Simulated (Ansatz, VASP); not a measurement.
C4F in VASP and in Ansatz

```xyz
5
Lattice="3.0408 -3.6467 0.0000 3.0408 3.6467 0.0000 0.0000 0.0000 2.7709" Properties=species:S:1:pos:R:3 pbc="T T T"
C     3.0408   -1.6975    1.3854
C     1.7245    0.0000    0.0000
C     4.3571    0.0000    0.0000
C     3.0408    1.6975    1.3854
F     3.0408    0.0000    1.3854
```

Change from the starting cell: species swapped into the FeCl4 type (Cmmm, No. 65).

Alike in both runs: task single point; functional PBE; dispersion D3(BJ); k mesh 4 × 4 × 6; occupations gaussian, width 0.1 eV; no spin polarisation.

|  | VASP | Ansatz |
| --- | --- | --- |
| version | VASP 6.6.1 | Ansatz 0.2.0 |
| potentials or method | VASP PAW PBE potentials, release 64 (C, F), cutoff 520 eV | scalar-relativistic, plane waves, PAW |
| valence electrons in the cell | 23 | 23 |

Ansatz gave:

- gap on the k mesh at the Fermi level (eV): none
- pressure (GPa): 2.7
- traceless stress, the component that is largest in VASP (GPa): 3.00
- rms of the force components (eV/Å): 1.187

Estimate VASP's values.

gap on the k mesh at the Fermi level (eV): none; pressure (GPa): 2.6; traceless stress, the component that is largest in VASP (GPa): 3.07; rms of the force components (eV/Å): 1.195.

Atom by atom the forces differ by 0.010 eV/Å (rms over components). A gap of «none» marks a metal or a gap that the smearing closes.

The k mesh is coarse, so the values compare programs but aren't converged.
